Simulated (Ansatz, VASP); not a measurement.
**Two plane-wave programs on SiC**

```
Si C
1.0
     0.00000    2.17805    2.17805
     2.17805    0.00000    2.17805
     2.17805    2.17805    0.00000
Si C
1 1
Direct
  0.00000 0.00000 0.00000
  0.25000 0.25000 0.25000
```

Alike in both runs: task single point; functional PBE-based screened hybrid; k mesh 4 × 4 × 4; no spin polarisation.

```csv
,VASP,Ansatz
version,VASP 6.6.1,Ansatz 0.2.0
potentials or method,"VASP PAW PBE potentials, release 64 (Si, C)",plane waves
plane-wave cutoff (eV),520,420
occupations,"gaussian, width 0.01 eV",fixed
valence electrons in the cell,8,8
```

Ansatz gave:

```
gap on the k mesh at the Fermi level (eV) : 2.16
pressure (GPa)                            : -1.2
```

What did VASP give for the same quantities?

gap on the k mesh at the Fermi level (eV): 2.17; pressure (GPa): -1.7.

VASP's potentials were made for PBE, not for PBE-based screened hybrid. Ansatz's warnings: stress exchange threshold loose, stress scf threshold loose.

The k mesh is coarse, so the values compare programs but aren't converged.
